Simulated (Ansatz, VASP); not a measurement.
**Ge: VASP beside Ansatz**

The input INCAR:

```
PREC = Accurate
ENCUT = 520
EDIFF = 1E-6
ISMEAR = -1
SIGMA = 0.05
LREAL = F
LASPH = T
NELM = 60
ALGO = Normal
ISIF = 2
LWAVE = F
LCHARG = F
GGA = PE
NBANDS = 21
```

Contents of KPOINTS:

```
regular mesh
0
Gamma
  8 8 8
```

File POSCAR:

```
Ge
1.0
    0.0000000000      2.8859759802      2.8859759802
    2.8859759802      0.0000000000      2.8859759802
    2.8859759802      2.8859759802      0.0000000000
Ge
2
Direct
    0.5000000000      0.5000000000      0.5000000000
    0.7500000000      0.7500000000      0.7500000000
```

Input for Ansatz:

```yaml
crystal:
  lattice:
    - [0.0, 2.8859759802, 2.8859759802]
    - [2.8859759802, 0.0, 2.8859759802]
    - [2.8859759802, 2.8859759802, 0.0]
  atoms:
    - { symbol: Ge, position: [0.5, 0.5, 0.5] }
    - { symbol: Ge, position: [0.75, 0.75, 0.75] }
hamiltonian:
  xc: pbe
  pseudopotentials:
    kind: paw
    azcp:
      Ge: "pseudopotentials/Ge.paw.azcp"
basis:
  ecutwfc: 420
  fft_grid_basis: typed
kpoints:
  mp_grid: { grid: [8, 8, 8], shift: [0, 0, 0] }
magnetization:
  spin_polarized: false
scf:
  occupations: { method: fermi_dirac, width: 0.05 }
  lower_state_search: "off"
output:
  stress: true
```

Alike in both runs: task single point; functional PBE; k mesh 8 × 8 × 8; occupations fermi-dirac, width 0.05 eV; no spin polarisation.

```csv
,VASP,Ansatz
version,VASP 6.6.1,Ansatz 0.2.0
potentials or method,"VASP PAW PBE potentials, release 64 (Ge_d), cutoff 520 eV","plane waves (420 eV) with PAW, scalar-relativistic"
valence electrons in the cell,28,28
```

VASP gave:

| Property | Result |
| --- | --- |
| pressure (GPa) | -0.4 |

**Question.** What did Ansatz give for the same quantities?

**Answer.** Pressure (GPa): -0.3.

With one functional, cell and mesh, what is left measures potentials, basis and numerics.
